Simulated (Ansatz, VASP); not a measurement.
## NaH in VASP and in Ansatz

The input POSCAR:

```
NaH
1.0
    3.9532815480      0.0000000000      0.0000000000
   -1.9766407740      3.4236422489      0.0000000000
    0.0000000000      0.0000000000      4.8282923038
Na H
2 2
Direct
    0.3333333333      0.6666666667     -0.0624996820
    0.6666666667      0.3333333333      0.4375003180
    0.3333333333      0.6666666667      0.4374996820
    0.6666666667      0.3333333333      0.9374996820
```

Contents of INCAR.step1:

```
SYSTEM = NaH
ALGO = Normal
EDIFF = 1E-5
ENCUT = 520
GGA = PE
ISIF = 2
ISMEAR = 0
LASPH = .TRUE.
LCHARG = .FALSE.
LREAL = .FALSE.
LWAVE = .TRUE.
NBANDS = 16
NELM = 100
PREC = Accurate
SIGMA = 0.01
```

INCAR.step2

```
SYSTEM = NaH
AEXX = 0.15
ALGO = Normal
EDIFF = 1E-6
ENCUT = 520
GGA = PE
HFSCREEN = 0.5
ISIF = 2
ISMEAR = 0
ISTART = 1
LASPH = .TRUE.
LCHARG = .FALSE.
LHFCALC = .TRUE.
LREAL = .FALSE.
LWAVE = .FALSE.
NBANDS = 16
NELM = 100
PREC = Accurate
PRECFOCK = Normal
SIGMA = 0.01
```

KPOINTS

```
k-points
0
G
  6 6 2
  0 0 0
```

Input for Ansatz:

```yaml
crystal:
  lattice:
    - [3.953281548, 0.0, 0.0]
    - [-1.976640774, 3.4236422489, 0.0]
    - [0.0, 0.0, 4.8282923038]
  atoms:
    - { symbol: Na, position: [0.3333333333, 0.6666666667, -0.062499682] }
    - { symbol: Na, position: [0.6666666667, 0.3333333333, 0.437500318] }
    - { symbol: H, position: [0.3333333333, 0.6666666667, 0.437499682] }
    - { symbol: H, position: [0.6666666667, 0.3333333333, 0.937499682] }
kpoints:
  mp_grid: { grid: [6, 6, 2] }
hamiltonian:
  xc: { exchange: pbe, correlation: pbe, exx: { coeff: 0.15, omega: 0.5 } }
scf:
  occupations: { method: fixed }
  n_extra_bands: 5
output:
  forces: true
  stress: true
  eigenvalues: true
```

Alike in both runs: task single point; functional PBE-based screened hybrid with a share of 0.15 of exact exchange and HFSCREEN = 0.5; k mesh 6 × 6 × 2; no spin polarisation.

|  | VASP | Ansatz |
| --- | --- | --- |
| version | VASP 6.6.1 | Ansatz 0.2.0 |
| potentials or method | VASP PAW PBE potentials, release 64 (Na_pv, H) | plane waves |
| plane-wave cutoff (eV) | 520 | 420 |
| occupations | gaussian, width 0.01 eV | fixed |
| valence electrons in the cell | 16 | 20 |

|  | VASP | Ansatz | Ansatz less VASP |
| --- | --- | --- | --- |
| gap on the k mesh at the Fermi level (eV) | 3.58 | 3.59 | +0.002 |
| pressure (GPa) | 0.2 | 0.2 | +0.01 |
| traceless stress, the component that is largest in VASP (GPa) | -0.05 | -0.05 | 0.000 |

VASP's potentials were made for PBE, not for PBE-based screened hybrid. VASP's potentials hold 16 valence electrons a cell and Ansatz's 20, so a difference there can come from the potentials and not from the codes. Ansatz's warnings: stress exchange threshold loose, stress scf threshold loose, structure snapped to symmetry.

The k mesh is coarse, so the values compare programs but aren't converged.
